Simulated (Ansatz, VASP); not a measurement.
## Cu in VASP and in Ansatz

```
Cu
1.0
     2.59745    0.00000    0.00000
    -1.29872    2.24946    0.00000
     0.00000    0.00000    4.21539
Cu
2
Direct
  0.33333 0.66667 0.25000
  0.66667 0.33333 0.75000
```

Change from the starting cell: strain +0.025 along x and y, +0.025 along z, atoms carried along.

Alike in both runs: task single point; functional PBEsol; k mesh 24 × 24 × 12; occupations gaussian, width 0.15 eV; no spin polarisation.

|  | VASP | Ansatz |
| --- | --- | --- |
| version | VASP 6.6.1 | Ansatz 0.2.0 |
| potentials or method | VASP PAW PBE potentials, release 64 (Cu), cutoff 520 eV | scalar-relativistic, plane waves, PAW |
| valence electrons in the cell | 22 | 38 |

|  | VASP | Ansatz | Ansatz less VASP |
| --- | --- | --- | --- |
| gap on the k mesh at the Fermi level (eV) | none | none | - |
| pressure (GPa) | -10.6 | -11.3 | -0.71 |
| traceless stress, the component that is largest in VASP (GPa) | 1.02 | 1.03 | +0.005 |

VASP's potentials were made for PBE, not for PBEsol. A gap of «none» marks a metal or a gap that the smearing closes. VASP's potentials hold 22 valence electrons a cell and Ansatz's 38, so a difference there can come from the potentials and not from the codes.
